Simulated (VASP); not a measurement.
# Sb (P2_1/m) in VASP: a series of runs

The runs below take Sb through single point, with PBEsol.

Program: VASP 6.6.1. These are calculated values, not measurements. Logs are shortened: lines on timing, memory, paths and dates and some standing lists are left out, and cuts for length are marked.

## 1. The cell of the first run

The structure is monoclinic, space group P2_1/m (No. 11). Conventional cell: a = 4.528 Å, b = 4.421 Å, c = 6.500 Å, α = 90.00°, β = 101.72°, γ = 90.00°. Sb (site symmetry m) has 7 Sb at 2.92 to 3.75 Å within 3.8 Å. Within 3.8 Å of Sb (site symmetry m) lie 7 Sb at 2.92 to 3.74 Å.

## 2. Single point, PBEsol

INCAR reads:

```
  ALGO = Normal
  EDIFF = 1E-6
  ENCUT = 520
  GGA = PS
  ISIF = 2
  ISMEAR = -1
  LASPH = T
  LCHARG = F
  LREAL = F
  LWAVE = F
  NBANDS = 18
  NELM = 100
  PREC = Accurate
  SIGMA = 0.05
```

KPOINTS reads:

```
k-points
0
Gamma
  6 6 4
```

POSCAR reads:

```
Sb
1.0
    4.5277000000      0.0000000000      0.0000000000
    0.0000000000      4.4211000000      0.0000000000
   -1.3205190000      0.0000000000      6.3643480000
Sb
4
Direct
    0.3399300000      0.2500000000      0.6836700000
    0.9366380000      0.7500000000      0.7627580000
    0.0633620000      0.2500000000      0.2372420000
    0.6600700000      0.7500000000      0.3163300000
```

Potentials or basis: VASP PAW PBE potentials, release 64 (Sb).

Run with:

```console
$ cat potpaw_PBE.64/Sb/POTCAR > POTCAR
$ mpirun -np 1 vasp_std > vasp.out
```

OUTCAR:

```text
EDIFF = 1E-6
   ENCUT = 520
   GGA = PS
   ISIF = 2
   ISMEAR = -1
   LASPH = T
   LREAL = F
   NELM = 100
   PREC = Accurate

 ion  position               nearest neighbor table
   1  0.340  0.250  0.684-   3 2.92   2 2.98   2 2.98   2 3.45   2 3.45   4 3.75   4 3.75
   2  0.937  0.750  0.763-   4 2.92   1 2.98   1 2.98   1 3.45   1 3.45   3 3.74   3 3.74
   3  0.063  0.250  0.237-   1 2.92   4 2.98   4 2.98   4 3.45   4 3.45   2 3.74   2 3.74
   4  0.660  0.750  0.316-   2 2.92   3 2.98   3 2.98   3 3.45   3 3.45   1 3.75   1 3.75

  LATTYP: Found a simple monoclinic cell.
 ALAT       =     4.5277000000
 B/A-ratio  =     0.9764560373
 C/A-ratio  =     1.4355853266
 COS(beta)  =    -0.2031599047

  Lattice vectors:

 A1 = (   4.5277000000,   0.0000000000,   0.0000000000)
 A2 = (   0.0000000000,   4.4211000000,   0.0000000000)
 A3 = (  -1.3205190000,   0.0000000000,   6.3643480000)

Analysis of symmetry for initial positions (statically):
=====================================================================
 Subroutine PRICEL returns:
 Original cell was already a primitive cell.

 Routine SETGRP: Setting up the symmetry group for a
 simple monoclinic supercell.

 Subroutine GETGRP returns: Found  4 space group operations
 (whereof  2 operations were pure point group operations)
 out of a pool of  4 trial point group operations.

The static configuration has the point symmetry S_2 .
 The point group associated with its full space group is C_2h.

Analysis of symmetry for dynamics (positions and initial velocities):
=====================================================================
 Subroutine PRICEL returns:
 Original cell was already a primitive cell.

 Routine SETGRP: Setting up the symmetry group for a
 simple monoclinic supercell.

 Subroutine GETGRP returns: Found  4 space group operations
 (whereof  2 operations were pure point group operations)
 out of a pool of  4 trial point group operations.

The dynamic configuration has the point symmetry S_2 .
 The point group associated with its full space group is C_2h.

 Subroutine INISYM returns: Found  4 space group operations
 (whereof  2 operations are pure point group operations),
 and found     1 'primitive' translations

----------------------------------------------------------------------------------------

                                     Primitive cell

  volume of cell :     127.3978

[... 86 lines left out ...]
   ISPIN  =      1    spin polarized calculation?
   LNONCOLLINEAR =      F non collinear calculations
   LSORBIT =      F    spin-orbit coupling
   LASPH  =      T    aspherical Exc in radial PAW
   ENCUT  =  520.0 eV  38.22 Ry    6.18 a.u.   8.42  8.22 12.09*2*pi/ulx,y,z
   NELM   =    100;   NELMIN=  2; NELMDL= -5     # of ELM steps
   EDIFF  = 0.1E-05   stopping-criterion for ELM
   LREAL  =      F    real-space projection
   EDIFFG = 0.1E-04   stopping-criterion for IOM
   NSW    =      0    number of steps for IOM
   IBRION =     -1    ionic relax: 0-MD 1-quasi-New 2-CG
   NFREE  =      0    steps in history (QN), initial steepest desc. (CG)
   ISIF   =      2    stress and relaxation
   ISYM   =      2    0-nonsym 1-usesym 2-fastsym
   POTIM  = 0.5000    time-step for ionic-motion
   TEBEG  =    0.0;   TEEND  =   0.0 temperature during run
   PSTRESS=    0.0 pullay stress
   NELECT =      20.0000    total number of electrons
   NUPDOWN=      -1.0000    fix difference up-down
   EMIN   =  10.00;   EMAX   =-10.00  energy-range for DOS
   EFERMI =   0.00;   METHOD = LEGACY
   ISMEAR =    -1;   SIGMA  =   0.05  broadening in eV -4-tet -1-fermi 0-gaus
   EFERMI_NEDOS =   21; number of points for ismear=-14 and -15
   IALGO  =     38    algorithm
   IMIX   =      4    mixing-type and parameters
     AMIX     =   0.40;   BMIX     =  1.00
     AMIX_MAG =   1.60;   BMIX_MAG =  1.00
  volume/ion in A,a.u.               =      31.85       214.93
  Fermi-wavevector in a.u.,A,eV,Ry     =   0.883143  1.668898 10.611741  0.779941
  Thomas-Fermi vector in A             =   2.003869
   LORBIT       =      0    0 simple, 1 ext, 2 COOP (PROOUT), +10 PAW based schemes
   GGA     = PS    functional components
   LHFCALC =     F    Hartree Fock is set to
   AEXX    =    0.0000 exact exchange contribution
   IVDW    =     0    specifies the selected vdW correction
   LEPSILON=     F    determine dielectric tensor
   LRPA    =     F    only Hartree local field effects (RPA)
 non-spin polarized calculation
  energy-cutoff  :      520.00
  volume of cell :      127.40
 maximum number of plane-waves:      3454
 NGX is ok and might be reduce to    36
   NGX = 17   NGY = 17   NGZ = 25

 number of electron      19.9999999 magnetization

 Free energy of the ion-electron system (eV)
  ---------------------------------------------------
  ext. energy  EPLUGINS =         0.00000000
  ---------------------------------------------------
  free energy    TOTEN  =       -17.72260332 eV

  energy without entropy =      -17.71317315  energy(sigma->0) =      -17.71788824

 E-fermi :   6.2929     XC(G=0):  -9.4451

 val. band max:        6.2924861335   @ k =   0.3333   0.0000  -0.0000
 cond. band min:       6.3082647374   @ k =  -0.1667   0.0000   0.2500
 fundamental gap:      0.0157786039
 Fermi energy:         6.2929136160

 k-point     1 :       0.0000    0.0000    0.0000
  band No.  band energies     occupation
      1      -5.9457      2.00000
      2      -3.5180      2.00000
      3      -1.0366      2.00000
      4      -0.0935      2.00000
      5       2.0613      2.00000
      6       2.8602      2.00000
[... 481 lines left out ...]
      5       2.4912      2.00000
      6       2.8862      2.00000
[... 10 lines left out ...]
     17      10.9074      0.00000
     18      11.7208      0.00000

 [... further k-points ...]
[... 5 lines left out ...]
  --------------------------------------------------------------------------------------
  -------------------------------------------------------------------------------------
  Total       -1.8011042     -2.1588220     -1.3618264      0.0000000      0.0000000      0.3288814
  in kB      -22.6510067    -27.1497303    -17.1265711      0.0000000      0.0000000      4.1360709
  external PRESSURE =     -22.3091027 kB  Pullay stress =       0.0000000 kB

 VOLUME and BASIS-vectors are now :
 -----------------------------------------------------------------------------
  energy-cutoff  :      520.00
  volume of cell :      127.40
      direct lattice vectors                 reciprocal lattice vectors
     4.527700000  0.000000000  0.000000000     0.220862690  0.000000000  0.045826120
     0.000000000  4.421100000  0.000000000     0.000000000  0.226188053  0.000000000
    -1.320519000  0.000000000  6.364348000     0.000000000  0.000000000  0.157125286

 POSITION                                       TOTAL-FORCE (eV/Angst)
 -----------------------------------------------------------------------------------
      0.63630      1.10528      4.35111        -0.046753     -0.000000      0.084801
      3.23358      3.31583      4.85446         0.103265     -0.000000     -0.028955
     -0.02640      1.10528      1.50989        -0.103265      0.000000      0.028955
      2.57088      3.31583      2.01323         0.046753      0.000000     -0.084801
 -----------------------------------------------------------------------------------
    total drift:                                0.000000      0.000000     -0.000000

  FREE ENERGIE OF THE ION-ELECTRON SYSTEM (eV)
  ---------------------------------------------------
  free  energy   TOTEN  =       -17.7226033238 eV

  energy  without entropy=      -17.7131731524  energy(sigma->0) =      -17.71788824
```

OSZICAR:

```text
N       E                     dE             d eps       ncg     rms          rms(c)
DAV:   1     0.822097120273E+02    0.82210E+02   -0.67091E+03  2016   0.874E+02
DAV:   2    -0.120075106604E+02   -0.94217E+02   -0.91380E+02  2596   0.143E+02
DAV:   3    -0.177026873833E+02   -0.56952E+01   -0.56269E+01  2552   0.391E+01
DAV:   4    -0.177680919525E+02   -0.65405E-01   -0.65235E-01  2306   0.471E+00
DAV:   5    -0.177690932319E+02   -0.10013E-02   -0.10012E-02  2474   0.659E-01    0.373E+00
DAV:   6    -0.177388483294E+02    0.30245E-01   -0.16316E-02  2212   0.576E-01    0.221E+00
DAV:   7    -0.177225629971E+02    0.16285E-01   -0.21324E-02  2148   0.725E-01    0.119E-01
DAV:   8    -0.177225841822E+02   -0.21185E-04   -0.12564E-03  2246   0.189E-01    0.694E-02
DAV:   9    -0.177226024243E+02   -0.18242E-04   -0.14216E-04  2228   0.618E-02    0.184E-02
DAV:  10    -0.177226033238E+02   -0.89949E-06   -0.74443E-06  2392   0.149E-02
   1 F= -.17722603E+02 E0= -.17717888E+02  d E =-.943017E-02
```

Run time: 56 s. Hardware: 1 thread of Intel Xeon Platinum 8375C at 2.90GHz (Ice Lake), shared host; peak memory 0.28 GiB.

What came out:

* Free energy: -17.7226 eV
* Pressure: -2.2 GPa
* Largest force: 0.107 eV/Å
* Band gap on the k mesh: zero (band 10 reaches 6.49 eV, above the bottom of band 11 at 5.96 eV)

Forces on the atoms (eV/Å):
```
Sb  -0.047  0.000  0.085
Sb   0.103  0.000 -0.029
Sb  -0.103  0.000  0.029
Sb   0.047  0.000 -0.085
```

Stress tensor (GPa, compression positive):
```
-2.27  0.00  0.41
 0.00 -2.71  0.00
 0.41  0.00 -1.71
```

Levels at points of the mesh, in eV from the Fermi level:
```
           k point  band 7  band 8  band 9  band 10  band 11  band 12  band 13  band 14
(0.00, 0.00, 0.00)   -2.76   -2.13   -1.37    -0.12     2.00     2.68     2.94     3.04
(0.50, 0.00, 0.00)   -2.10   -1.11   -0.89    -0.69     0.28     1.09     1.29     1.46
(0.00, 0.50, 0.00)   -1.40   -1.40   -1.10    -1.10     0.41     0.41     1.31     1.31
(0.50, 0.50, 0.00)   -3.50   -3.50   -2.28    -2.28     0.82     0.82     4.99     4.99
(0.00, 0.00, 0.50)   -2.45   -2.11   -1.72    -1.58     0.65     1.85     2.16     2.99
(0.50, 0.00, 0.50)   -1.78   -1.02   -0.89    -0.70    -0.34     0.77     1.06     1.21
(0.00, 0.50, 0.50)   -1.61   -1.61   -0.85    -0.85     0.12     0.12     0.94     0.94
(0.50, 0.50, 0.50)   -3.83   -3.83   -1.26    -1.26     1.93     1.93     3.56     3.56
```

Caveat: the PAW data sets were made with another functional, which shifts forces and pressure a little; spin-orbit coupling is left out, which moves the levels of the heavy elements.

## 3. Single point, PBEsol (volume scaled by 1.02)

INCAR reads:

```
SYSTEM = Sb
PREC = Accurate ; ENCUT = 520
EDIFF = 1E-6 ; ISMEAR = -1
SIGMA = 0.05 ; LREAL = .False.
LASPH = .True. ; NELM = 80
ALGO = Normal ; ISIF = 2
LWAVE = .False. ; LCHARG = .True.
GGA = PS ; LELF = .True.
LVHAR = .True. ; NBANDS = 18
```

KPOINTS reads:

```
Automatic mesh
0
Gamma
  6 6 4
  0 0 0
```

POSCAR reads:

```
Sb
1.0
    4.5576856421      0.0000000000      0.0000000000
    0.0000000000      4.4503796612      0.0000000000
   -1.3292644138      0.0000000000      6.4064972283
Sb
4
Direct
    0.3399300000      0.2500000000      0.6836700000
    0.9366380000      0.7500000000      0.7627580000
    0.0633620000      0.2500000000      0.2372420000
    0.6600700000      0.7500000000      0.3163300000
```

Potentials or basis: VASP PAW PBE potentials, release 64 (Sb).

Run with:

```console
$ cat potpaw_PBE.64/Sb/POTCAR > POTCAR
$ mpirun -np 1 vasp_std > vasp.out
```

Run time: 75 s. Hardware: 1 thread of Intel Xeon Platinum 8375C at 2.90GHz (Ice Lake), shared host; peak memory 0.29 GiB.

It converged, with:

| Property | Result |
| --- | --- |
| Free energy | -17.6802 eV |
| Pressure | -3.1 GPa |
| Largest force | 0.207 eV/Å |
| Band gap on the k mesh | zero (band 10 reaches 6.23 eV, above the bottom of band 11 at 5.76 eV) |

Forces on the atoms (eV/Å):
```
Sb  -0.140  0.000  0.021
Sb   0.157  0.000 -0.135
Sb  -0.157  0.000  0.135
Sb   0.140  0.000 -0.021
```

Stress tensor (GPa, compression positive):
```
-3.07  0.00  0.38
 0.00 -3.66  0.00
 0.38  0.00 -2.53
```

Levels at points of the mesh, in eV from the Fermi level:
| k point | band 6 | band 7 | band 8 | band 9 | band 10 | band 11 | band 12 | band 13 | band 14 | band 15 |
| --- | --- | --- | --- | --- | --- | --- | --- | --- | --- | --- |
| (0.00, 0.00, 0.00) | -3.34 | -2.69 | -2.07 | -1.33 | -0.12 | 2.03 | 2.67 | 2.90 | 3.00 | 3.06 |
| (0.50, 0.00, 0.00) | -2.26 | -2.04 | -1.08 | -0.86 | -0.68 | 0.30 | 1.06 | 1.24 | 1.45 | 1.88 |
| (0.00, 0.50, 0.00) | -3.51 | -1.37 | -1.37 | -1.05 | -1.05 | 0.40 | 0.40 | 1.31 | 1.31 | 3.66 |
| (0.50, 0.50, 0.00) | -4.75 | -3.41 | -3.41 | -2.22 | -2.22 | 0.85 | 0.85 | 4.89 | 4.89 | 5.21 |
| (0.00, 0.00, 0.50) | -2.95 | -2.39 | -2.05 | -1.68 | -1.52 | 0.65 | 1.87 | 2.17 | 2.95 | 3.84 |
| (0.50, 0.00, 0.50) | -2.08 | -1.72 | -0.99 | -0.87 | -0.70 | -0.30 | 0.76 | 1.05 | 1.20 | 1.65 |
| (0.00, 0.50, 0.50) | -1.93 | -1.58 | -1.58 | -0.81 | -0.81 | 0.12 | 0.12 | 0.95 | 0.95 | 2.16 |
| (0.50, 0.50, 0.50) | -5.00 | -3.73 | -3.73 | -1.22 | -1.22 | 1.92 | 1.92 | 3.54 | 3.54 | 4.56 |

Caveat: the PAW data sets were made with another functional, which shifts forces and pressure a little; spin-orbit coupling is left out, which moves the levels of the heavy elements.
